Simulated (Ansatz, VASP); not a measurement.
KRb: VASP beside Ansatz

File INCAR:

```
SYSTEM = KRb
PREC     = Accurate       ! precision mode
ENCUT    = 520            ! plane-wave cutoff, eV
EDIFF    = 1E-7           ! SCF threshold, eV
ISMEAR   = 0              ! smearing method
SIGMA    = 0.1            ! smearing width, eV
LREAL    = .False.        ! projectors in reciprocal space
LASPH    = .True.         ! aspherical terms in the spheres
NELM     = 100            ! most SCF steps
ALGO     = Normal         ! electronic algorithm
ISIF     = 2              ! what is computed and relaxed
LWAVE    = .False.        ! write WAVECAR
LCHARG   = .False.        ! write CHGCAR
GGA      = PS             ! functional
NBANDS   = 16             ! bands
```

KPOINTS

```
regular mesh
0
Gamma
  4 4 4
  0 0 0
```

Contents of POSCAR:

```
KRb
1.0
    4.9510569443      0.0000000000      0.0000000000
    0.0000000000      4.9510569443      0.0000000000
    0.0000000000      0.0000000000      7.0018518787
K Rb
1 1
Direct
    0.0000000000      0.0000000000      0.0000000000
    0.5000000000      0.5000000000      0.5000000000
```

Input for Ansatz:

```yaml
crystal:
  lattice:
    - [4.9510569443, 0.0, 0.0]
    - [0.0, 4.9510569443, 0.0]
    - [0.0, 0.0, 7.0018518787]
  atoms:
    - { symbol: K, position: [0.0, 0.0, 0.0] }
    - { symbol: Rb, position: [0.5, 0.5, 0.5] }
basis:
  ecutwfc: 420
kpoints:
  mp_grid: { grid: [4, 4, 4] }
hamiltonian:
  xc: pbesol
scf:
  occupations: { method: gaussian, width: 0.1 }
output:
  forces: true
  stress: true
  eigenvalues: true
```

Alike in both runs: task single point; functional PBEsol; k mesh 4 × 4 × 4; occupations gaussian, width 0.1 eV; no spin polarisation.

|  | VASP | Ansatz |
| --- | --- | --- |
| version | VASP 6.6.1 | Ansatz 0.2.0 |
| potentials or method | VASP PAW PBE potentials, release 64 (K_sv, Rb_sv), cutoff 520 eV | scalar-relativistic, plane waves, PAW |
| valence electrons in the cell | 18 | 18 |

```csv
,VASP,Ansatz,Ansatz less VASP
gap on the k mesh at the Fermi level (eV),none,none,-
pressure (GPa),-0.2,-0.2,0.00
"traceless stress, the component that is largest in VASP (GPa)",-0.10,-0.10,0.000
```

VASP's potentials were made for PBE, not for PBEsol. A gap of «none» marks a metal or a gap that the smearing closes.
